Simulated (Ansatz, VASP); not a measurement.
One calculation of TePb, two programs

```
Te Pb
1.0
     0.00000    3.27090    3.27090
     3.27090    0.00000    3.27090
     3.27090    3.27090    0.00000
Te Pb
1 1
Direct
  0.00000 0.00000 0.00000
  0.50000 0.50000 0.50000
```

Alike in both runs: task single point; functional PBE; k mesh 4 × 4 × 4; no spin polarisation.

|  | VASP | Ansatz |
| --- | --- | --- |
| version | VASP 6.6.1 | Ansatz 0.2.0 |
| potentials or method | VASP PAW PBE potentials, release 64 (Te, Pb_d), cutoff 500 eV | scalar-relativistic, plane waves, PAW |
| occupations | fermi-dirac, width 0.051704 eV | fermi-dirac |
| valence electrons in the cell | 20 | 30 |

```tsv
	VASP	Ansatz	Ansatz less VASP
gap on the k mesh at the Fermi level (eV)	0.81	0.80	-0.004
least direct gap on the mesh (eV)	0.81	0.80	-0.004
pressure (GPa)	0.4	0.5	+0.05
```

VASP's potentials hold 20 valence electrons a cell and Ansatz's 30, so a difference there can come from the potentials and not from the codes.

Neither program's run includes spin-orbit coupling.
